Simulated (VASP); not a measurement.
The system is CsCl.

```
Cs Cl
1.0
     4.14068    0.00000    0.00000
     0.00000    4.14068    0.00000
     0.00000    0.00000    4.14068
Cs Cl
1 1
Direct
  0.00000 0.00000 0.00000
  0.50000 0.50000 0.50000
```

Base run:

| Quantity | Value |
| --- | --- |
| Program | VASP 6.6.1 |
| Functional | PBE-based screened hybrid with 100 % exact exchange |
| Potentials or basis | VASP PAW PBE potentials, release 64 (Cs_sv, Cl) |
| Cutoff | 400 eV |
| k mesh | 4 × 4 × 4 |
| Occupations | gaussian, width 0.01 eV |
| Spin | no spin polarisation |

Its results: band gap on the k mesh 10.63 eV; pressure -0.8 GPa.

Question: The run is repeated on the same cell with these changes: functional from PBE-based screened hybrid with 100 % exact exchange to PBEsol; cutoff from 400 eV to 500 eV. What comes out?

Answer: Band gap on the k mesh 4.99 eV; pressure -0.8 GPa.

Caveats: the PAW data sets were made with another functional, which shifts forces and pressure a little; spin-orbit coupling is left out, which moves the levels of the heavy elements.

